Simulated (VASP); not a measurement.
# Si3Se2 (R3m) in VASP: relaxation of cell and atoms with PBE

Aim: the relaxation of cell and atoms of Si3Se2 with PBE.

All numbers are computed with VASP 6.6.1; they aren't measurements. Logs are shortened: lines on timing, memory, paths and dates and some standing lists are left out, and cuts for length are marked.

## 1. The cell of the first run

Symmetry: R3m, No. 160, trigonal system. The conventional cell has a = 3.758 Å, b = 3.758 Å, c = 25.387 Å, α = 90.00°, β = 90.00°, γ = 120.00°. Si (site symmetry 3m) has 6 Si at 2.59 to 2.93 Å within 3.4 Å. Within 3.4 Å of Si (site symmetry 3m) lie 3 Se at 2.58 Å and 3 Si at 2.93 Å. Si (site symmetry 3m) has 3 Si at 2.59 Å and 3 Se at 2.78 Å within 3.4 Å. Se (site symmetry 3m) has 3 Si at 2.58 Å and 3 Se at 2.91 Å within 3.4 Å. Within 3.7 Å of Se (site symmetry 3m) lie 3 Si at 2.78 Å and 3 Se at 2.91 Å.

## 2. Relaxation of cell and atoms, PBE

INCAR reads:

```
  PREC = Accurate
  ENCUT = 600
  EDIFF = 1E-6
  ISMEAR = 0
  SIGMA = 0.2
  LREAL = False
  LASPH = True
  NELM = 100
  ALGO = Normal
  ISIF = 3
  LWAVE = False
  LCHARG = False
  GGA = PE
  IBRION = 2
  NSW = 36
  EDIFFG = -0.08
```

KPOINTS reads:

```
Automatic mesh
0
Gamma
  5 5 5
```

POSCAR reads:

```
Si3Se2
1.0
    1.8789031100      1.0847852200      8.4622248600
   -1.8789031100      1.0847852200      8.4622248600
    0.0000000000     -2.1695704400      8.4622248600
Si Se
3 2
Direct
    0.3890000000      0.3890000000      0.3890000000
    0.8000000100      0.8000000100      0.8000000100
    0.0000000000      0.0000000000      0.0000000000
    0.1879999900      0.1879999900      0.1879999900
    0.5979999900      0.5979999900      0.5979999900
```

Potentials or basis: VASP PAW PBE potentials, release 64 (Si, Se).

The run is started by

```
$ cat potpaw_PBE.64/Si/POTCAR potpaw_PBE.64/Se/POTCAR > POTCAR
$ mpirun -np 1 vasp_std > vasp.out
```

OUTCAR:

```text
PREC = Accurate
   ENCUT = 600
   EDIFF = 1E-6
   ISMEAR = 0
   LREAL = False
   LASPH = True
   NELM = 100
   ISIF = 3
   GGA = PE
   IBRION = 2
   NSW = 36
   EDIFFG = -0.08

 ion  position               nearest neighbor table
   1  0.389  0.389  0.389-   3 2.59   3 2.59   3 2.59   2 2.93   2 2.93   2 2.93
   2  0.800  0.800  0.800-   4 2.58   4 2.58   4 2.58   1 2.93   1 2.93   1 2.93
   3  0.000  0.000  0.000-   1 2.59   1 2.59   1 2.59   5 2.78   5 2.78   5 2.78
   4  0.188  0.188  0.188-   2 2.58   2 2.58   2 2.58
   5  0.598  0.598  0.598-   3 2.78   3 2.78   3 2.78

  LATTYP: Found a trigonal (rhomboedric) cell.
 ALAT       =     8.7359192677
 COS(alpha) =     0.9074829994

  Lattice vectors:

 A1 = (   1.8789031100,   1.0847852200,   8.4622248600)
 A2 = (  -1.8789031100,   1.0847852200,   8.4622248600)
 A3 = (   0.0000000000,  -2.1695704400,   8.4622248600)

Analysis of symmetry for initial positions (statically):
=====================================================================
 Subroutine PRICEL returns:
 Original cell was already a primitive cell.

 Routine SETGRP: Setting up the symmetry group for a
 trigonal (rhombohedral) supercell.

 Subroutine GETGRP returns: Found  6 space group operations
 (whereof  6 operations were pure point group operations)
 out of a pool of 12 trial point group operations.

The static configuration has the point symmetry C_3v.

Analysis of symmetry for dynamics (positions and initial velocities):
=====================================================================
 Subroutine PRICEL returns:
 Original cell was already a primitive cell.

 Routine SETGRP: Setting up the symmetry group for a
 trigonal (rhombohedral) supercell.

 Subroutine GETGRP returns: Found  6 space group operations
 (whereof  6 operations were pure point group operations)
 out of a pool of 12 trial point group operations.

The dynamic configuration has the point symmetry C_3v.

 Subroutine INISYM returns: Found  6 space group operations
 (whereof  6 operations are pure point group operations),
 and found     1 'primitive' translations

----------------------------------------------------------------------------------------

                                     Primitive cell

  volume of cell :     103.4866

  direct lattice vectors                    reciprocal lattice vectors
     1.878903110  1.084785220  8.462224860     0.266112711  0.153640245  0.039390744
    -1.878903110  1.084785220  8.462224860    -0.266112711  0.153640245  0.039390744
     0.000000000 -2.169570440  8.462224860     0.000000000 -0.307280489  0.039390744

  length of vectors
     8.735919268  8.735919268  8.735919269     0.309794981  0.309794981  0.309794980

  position of ions in fractional coordinates (direct lattice)
     0.389000000  0.389000000  0.389000000
     0.800000010  0.800000010  0.800000010
     0.000000000  0.000000000  0.000000000
     0.187999990  0.187999990  0.187999990
     0.597999990  0.597999990  0.597999990

  ion indices of the primitive-cell ions
   primitive index   ion index
                 1           1
                 2           2
                 3           3
                 4           4
                 5           5

----------------------------------------------------------------------------------------

 KPOINTS: Automatic mesh

Automatic generation of k-mesh.
 Grid dimensions read from file:
 generate k-points for:    5    5    5

 Generating k-lattice:

  Cartesian coordinates                     Fractional coordinates (reciprocal lattice)
     0.053222542  0.030728049  0.007878149     0.200000000  0.000000000  0.000000000
    -0.053222542  0.030728049  0.007878149     0.000000000  0.200000000  0.000000000
     0.000000000 -0.061456098  0.007878149     0.000000000  0.000000000  0.200000000

  Length of vectors
     0.061958996  0.061958996  0.061958996

  Shift w.r.t. Gamma in fractional coordinates (k-lattice)
     0.000000000  0.000000000  0.000000000

 Subroutine IBZKPT returns following result:
 ===========================================

 Found     19 irreducible k-points:

 Following reciprocal coordinates:
            Coordinates               Weight
  0.000000  0.000000  0.000000      1.000000
  0.200000  0.000000  0.000000      6.000000
  0.400000 -0.000000  0.000000      6.000000
  0.200000  0.200000  0.000000      6.000000
  0.400000  0.200000  0.000000     12.000000
 -0.400000  0.200000  0.000000     12.000000
[... 11 lines left out ...]
  0.400000  0.400000  0.400000      2.000000
 -0.400000  0.400000  0.400000      6.000000
   k-points           NKPTS =     19   k-points in BZ     NKDIM =     19   number of bands    NBANDS=     16
   number of dos      NEDOS =    301   number of ions     NIONS =      5
   total plane-waves  NPLWV = 343000
   dimension x,y,z NGX =    70 NGY =   70 NGZ =   70
   dimension x,y,z NGXF=   140 NGYF=  140 NGZF=  140
   ions per type =               3   2
   NGX,Y,Z   is equivalent  to a cutoff of  13.32, 13.32, 13.32 a.u.
   NGXF,Y,Z  is equivalent  to a cutoff of  26.64, 26.64, 26.64 a.u.
 SYSTEM =  unknown system
   PREC   = accura    normal or accurate (medium, high low for compatibility)
   ISTART =      0    job   : 0-new  1-cont  2-samecut
   ICHARG =      2    charge: 1-file 2-atom 10-const
   ISPIN  =      1    spin polarized calculation?
   LNONCOLLINEAR =      F non collinear calculations
   LSORBIT =      F    spin-orbit coupling
   LASPH  =      T    aspherical Exc in radial PAW
   ENCUT  =  600.0 eV  44.10 Ry    6.64 a.u.  17.45 17.45 17.45*2*pi/ulx,y,z
   NELM   =    100;   NELMIN=  2; NELMDL= -5     # of ELM steps
   EDIFF  = 0.1E-05   stopping-criterion for ELM
   LREAL  =      F    real-space projection
   EDIFFG = -.8E-01   stopping-criterion for IOM
   NSW    =     36    number of steps for IOM
   IBRION =      2    ionic relax: 0-MD 1-quasi-New 2-CG
   NFREE  =      1    steps in history (QN), initial steepest desc. (CG)
   ISIF   =      3    stress and relaxation
   ISYM   =      2    0-nonsym 1-usesym 2-fastsym
   POTIM  = 0.5000    time-step for ionic-motion
   TEBEG  =    0.0;   TEEND  =   0.0 temperature during run
   PSTRESS=    0.0 pullay stress
   NELECT =      24.0000    total number of electrons
   NUPDOWN=      -1.0000    fix difference up-down
   EMIN   =  10.00;   EMAX   =-10.00  energy-range for DOS
   EFERMI =   0.00;   METHOD = LEGACY
   ISMEAR =     0;   SIGMA  =   0.20  broadening in eV -4-tet -1-fermi 0-gaus
   EFERMI_NEDOS =   21; number of points for ismear=-14 and -15
   IALGO  =     38    algorithm
   IMIX   =      4    mixing-type and parameters
     AMIX     =   0.40;   BMIX     =  1.00
     AMIX_MAG =   1.60;   BMIX_MAG =  1.00
  volume/ion in A,a.u.               =      20.70       139.67
  Fermi-wavevector in a.u.,A,eV,Ry     =   1.005813  1.900711 13.764468  1.011660
  Thomas-Fermi vector in A             =   2.138516
   LORBIT       =      0    0 simple, 1 ext, 2 COOP (PROOUT), +10 PAW based schemes
   GGA     = PE    functional components
   LHFCALC =     F    Hartree Fock is set to
   AEXX    =    0.0000 exact exchange contribution
   IVDW    =     0    specifies the selected vdW correction
   LEPSILON=     F    determine dielectric tensor
   LRPA    =     F    only Hartree local field effects (RPA)
 conjugate gradient relaxation of ions
 non-spin polarized calculation
 Gauss-broadening in eV      SIGMA  =   0.20
  energy-cutoff  :      600.00
  volume of cell :      103.49
 maximum number of plane-waves:      3488
 NGX is ok and might be reduce to    70
   NGX = 35   NGY = 35   NGZ = 35

--------------------------------------- Ionic step        1  -------------------------------------------

 number of electron      24.0000000 magnetization

 Free energy of the ion-electron system (eV)
  ---------------------------------------------------
  ext. energy  EPLUGINS =         0.00000000
  ---------------------------------------------------
  free energy    TOTEN  =       -21.92213969 eV

  energy without entropy =      -21.86628899  energy(sigma->0) =      -21.89421434

------------------------ aborting loop because EDIFF is reached ----------------------------------------

  FORCE on cell =-STRESS in cart. coord.  units (eV):
  Direction    XX          YY          ZZ          XY          YZ          ZX
  --------------------------------------------------------------------------------------
  -------------------------------------------------------------------------------------
  Total       -3.8177373     -3.8177374     -4.4230610      0.0000000      0.0000000      0.0000000
  in kB      -59.1061502    -59.1061506    -68.4777619      0.0000000      0.0000000      0.0000000
  external PRESSURE =     -62.2300209 kB  Pullay stress =       0.0000000 kB
[... 98 lines left out ...]
  FREE ENERGIE OF THE ION-ELECTRON SYSTEM (eV)
  ---------------------------------------------------
  free  energy   TOTEN  =       -22.4639471620 eV

  energy  without entropy=      -22.4288084079  energy(sigma->0) =      -22.44637778

 E-fermi :   6.5332     XC(G=0): -10.0042

 val. band max:        6.4164084181   @ k =   0.4000  -0.0000   0.0000
 cond. band min:       6.7223192212   @ k =  -0.2000   0.4000   0.2000
 fundamental gap:      0.3059108032
 Fermi energy:         6.5332331986

 k-point     1 :       0.0000    0.0000    0.0000
  band No.  band energies     occupation
      1      -9.0626      2.00000
      2      -8.6704      2.00000
      3      -4.9239      2.00000
      4      -1.4732      2.00000
      5       0.9426      2.00000
      6       4.8430      2.00000
[... 8 lines left out ...]
     15       8.5835      0.00000
     16       8.6482      0.00000
[... 325 lines left out ...]
  band No.  band energies     occupation
      1      -8.5050      2.00000
      2      -8.3421      2.00000
      3      -4.2555      2.00000
      4      -1.7198      2.00000
      5       1.6244      2.00000
      6       2.0276      2.00000
[... 8 lines left out ...]
     15       9.3195      0.00000
     16      10.1524      0.00000

[... ionic steps 4 to 15 ...]

--------------------------------------- Ionic step       16  -------------------------------------------

 number of electron      23.9999998 magnetization

------------------------ aborting loop because EDIFF is reached ----------------------------------------

  FORCE on cell =-STRESS in cart. coord.  units (eV):
  Direction    XX          YY          ZZ          XY          YZ          ZX
  --------------------------------------------------------------------------------------
  -------------------------------------------------------------------------------------
  Total        0.4067082      0.4067082      0.5040235     -0.0000000      0.0000000      0.0000000
  in kB        6.5889248      6.5889248      8.1654936     -0.0000000      0.0000000      0.0000000
  external PRESSURE =       7.1144478 kB  Pullay stress =       0.0000000 kB
[... 63 lines left out ...]
  energy  without entropy=      -23.2434662439  energy(sigma->0) =      -23.25783094

--------------------------------------- Ionic step       18  -------------------------------------------

 number of electron      24.0000000 magnetization

 Free energy of the ion-electron system (eV)
  ---------------------------------------------------
  ext. energy  EPLUGINS =         0.00000000
  ---------------------------------------------------
  free energy    TOTEN  =       -23.27891499 eV

  energy without entropy =      -23.24783348  energy(sigma->0) =      -23.26337423

 E-fermi :   6.1498     XC(G=0):  -9.7838

 val. band max:        6.1216202524   @ k =  -0.4000   0.2000   0.0000
 cond. band min:       6.3060816861   @ k =   0.2000   0.2000   0.0000
 fundamental gap:      0.1844614337
 Fermi energy:         6.1498319743

 k-point     1 :       0.0000    0.0000    0.0000
  band No.  band energies     occupation
      1      -9.3316      2.00000
      2      -9.0527      2.00000
      3      -5.3261      2.00000
      4      -1.9189      2.00000
      5       0.8671      2.00000
      6       4.5389      2.00000
[... 8 lines left out ...]
     15       8.1489      0.00000
     16       8.2281      0.00000
[... 372 lines left out ...]
  FREE ENERGIE OF THE ION-ELECTRON SYSTEM (eV)
  ---------------------------------------------------
  free  energy   TOTEN  =       -23.2789149911 eV

  energy  without entropy=      -23.2478334788  energy(sigma->0) =      -23.26337423

 reached required accuracy - stopping structural energy minimisation
```

It took 32 min on 1 thread of AMD EPYC 7R43 (Zen 3), shared host; peak memory 0.7 GiB.

Results:

- Free energy: -23.2789 eV
- Relaxed volume: 20.02 Å³/atom
- Relaxed cell: a = 9.610 Å, b = 9.610 Å, c = 9.610 Å, α = 21.04°, β = 21.04°, γ = 21.04°
- Space group after relaxing (to 0.05 Å): R-3m (No. 166)
- Energy gained by relaxing: 271.4 meV/atom
- Ionic steps: 18
- Pressure after relaxing: 0.3 GPa
- Largest force after relaxing: 0.057 eV/Å
- Band gap on the k mesh: zero (band 12 reaches 6.96 eV, above the bottom of band 13 at 5.83 eV)

Forces on the atoms (eV/Å):
```
Si   0.000  0.000  0.022
Si   0.000  0.000 -0.057
Si   0.000  0.000  0.055
Se   0.000  0.000  0.002
Se   0.000  0.000 -0.023
```

Step by step:
```
step  energy change (eV)  largest force (eV/Å)  pressure (GPa)  volume (Å³)
   1              0.0000                2.1933           -6.22       103.49
   2             -0.5240                1.5964            1.23        91.91
   3             -0.5418                1.6800            3.79        89.42
   4             -0.8438                0.7960            3.78        89.33
   5             -0.8908                1.2050            4.33        89.27
   6             -1.0887                1.0834           -2.55        96.60
   7             -1.0888                1.0727           -2.41        96.40
   8             -1.2231                0.5700           -1.01        95.48
   9             -1.2530                0.7920            0.13        94.85
  10             -1.2896                0.2584            1.09        94.90
  11             -1.2945                0.3894            1.61        94.93
  12             -1.3165                0.4104            0.34        96.93
  13             -1.3210                0.4276           -0.54        98.45
  14             -1.3331                0.2671           -0.49        98.72
  15             -1.3440                0.2381           -0.30        99.32
  16             -1.3501                0.1473            0.71        98.90
  17             -1.3501                0.1469            0.72        98.89
  18             -1.3568                0.0565            0.29       100.12
```

Final structure:
```
CELL_PARAMETERS angstrom
1.75410 1.01273 9.39365
-1.75410 1.01273 9.39365
0.00000 -2.02546 9.39365
ATOMIC_POSITIONS crystal
Si 0.39492 0.39492 0.39492
Si 0.78418 0.78418 0.78418
Si 0.00585 0.00585 0.00585
Se 0.16823 0.16823 0.16823
Se 0.62183 0.62183 0.62183
```

Levels at points of the mesh, in eV from the Fermi level:
| k point | band 9 | band 10 | band 11 | band 12 | band 13 | band 14 | band 15 | band 16 |
| --- | --- | --- | --- | --- | --- | --- | --- | --- |
| (0.00, 0.00, 0.00) | -1.50 | -1.35 | 0.81 | 0.81 | 1.00 | 2.00 | 2.00 | 2.08 |

Caveat: the k points lie up to 0.42 Å⁻¹ apart in the final cell; the relaxation stopped at a loose force limit of 0.08 eV/Å, so its end isn't a converged minimum.
